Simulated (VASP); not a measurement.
The system is Pd2Br.

```
Pd Br
1.0
     5.61025    0.00000    0.00000
     0.00000    5.78108    0.00000
     0.00000    0.00000    3.77613
Pd Br
4 2
Direct
  0.22500 0.82500 0.50000
  0.72500 0.67500 0.00000
  0.77500 0.17500 0.50000
  0.27500 0.32500 0.00000
  0.50000 0.50000 0.50000
  0.00000 0.00000 0.00000
```

```yaml
Program: VASP 6.6.1
Task: relaxation of cell and atoms
Functional: PBE
Potentials_or_basis: VASP PAW PBE potentials, release 64 (Pd, Br)
Cutoff: 600 eV
k_mesh: 4 × 4 × 4
Occupations: gaussian, width 0.1 eV
Spin: no spin polarisation
```

At the start: pressure 8.0 GPa; volume 20.41 Å³/atom.

Q: Where does the relaxation end?

A: Over 42 steps the energy falls by 391.5 meV/atom and the volume is 19.59 Å³/atom (-4.0 %); space group Pnnm (No. 58, to 0.1 Å) before and after.

Step by step:
```
step  energy change (eV)  largest force (eV/Å)  pressure (GPa)  volume (Å³)
   1              0.0000                0.2235            7.98       122.47
   3             -0.3276                0.2432           -0.36       135.87
   5             -0.5363                0.4269           -0.74       134.76
   7             -0.8019                1.6772            3.81       123.20
   9             -1.1078                0.3388            0.26       127.09
  11             -1.1616                0.2753           -0.20       127.57
  13             -1.2712                0.7910            0.08       125.79
  15             -1.5001                1.3047           -0.31       119.81
  17             -1.7236                0.7436           -1.98       119.98
  19             -1.9355                0.3673           -2.99       114.27
  21             -2.0151                0.3730            1.12       108.41
  23             -2.0950                0.0627            0.95       108.84
  25             -2.1271                0.1236            0.75       111.07
  27             -2.1591                0.0219           -1.92       115.67
  29             -2.3103                0.0598            1.64       113.55
  31             -2.3201                0.0560            1.47       115.08
  33             -2.3332                0.0321            0.32       116.25
  35             -2.3375                0.0458           -0.15       116.90
  37             -2.3386                0.0517            0.67       116.18
  39             -2.3451                0.0504           -0.08       117.07
  41             -2.3466                0.0473           -0.31       117.54
  42             -2.3490                0.0357           -0.14       117.53
```

Final structure:
```
Pd Br
1.0
     3.76573    0.00000    0.00000
     0.00000    8.48082    0.00000
     0.00000    0.00000    3.68022
Pd Br
4 2
Direct
  0.25019 0.79448 0.50000
  0.75019 0.70552 0.00000
  0.74981 0.20552 0.50000
  0.24981 0.29448 0.00000
  0.50000 0.50000 0.50000
  0.00000 0.00000 0.00000
```

Caveat: the k points lie up to 0.43 Å⁻¹ apart in the final cell, too coarse for converged energies and pressures of a metal; a cell axis changed by over 15 % at a fixed basis, so the end point is rough.
